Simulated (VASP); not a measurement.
Runs of VASP 6.6.1 on MgO. The structure is that of space group P-6m2 (No. 187), or close to it. The cells are those of the table. 

| task | level | cell | k mesh | smearing | gap on the mesh (eV) | pressure (GPa) |
| --- | --- | --- | --- | --- | --- | --- |
| single point | PBEsol | a = 2.938, b = 2.938, c = 2.680 Å, angles 90.0, 90.0, 120.0°, 2 atoms | 9 × 9 × 8 | methfessel-paxton 0.05 eV | (b) | -4.3 |
| single point | PBE | a = 2.938, b = 2.938, c = 2.680 Å, angles 90.0, 90.0, 120.0°, 2 atoms | 8 × 8 × 7 | gaussian 0.05 eV | 3.00 | (a) |
| single point | RPBE | a = 2.938, b = 2.938, c = 2.680 Å, angles 90.0, 90.0, 120.0°, 2 atoms | 10 × 10 × 10 | gaussian 0.02 eV | 3.10 | 3.5 |
| single point | PBEsol | a = 2.977, b = 2.977, c = 2.715 Å, angles 90.0, 90.0, 120.0°, 2 atoms | 10 × 10 × 10 | fermi-dirac 0.05 eV | 2.65 | (c) |

Alike in all rows: potentials or basis VASP PAW PBE potentials, release 64 (Mg, O); no spin polarisation; cutoff (eV) 520.

Task: Fill in the values left out.

Result: (a) -0.6; (b) 2.92; (c) -9.0.

Caveats: the PAW data sets were made with another functional, which shifts forces and pressure a little (some runs).

A k mesh can miss the band edges.
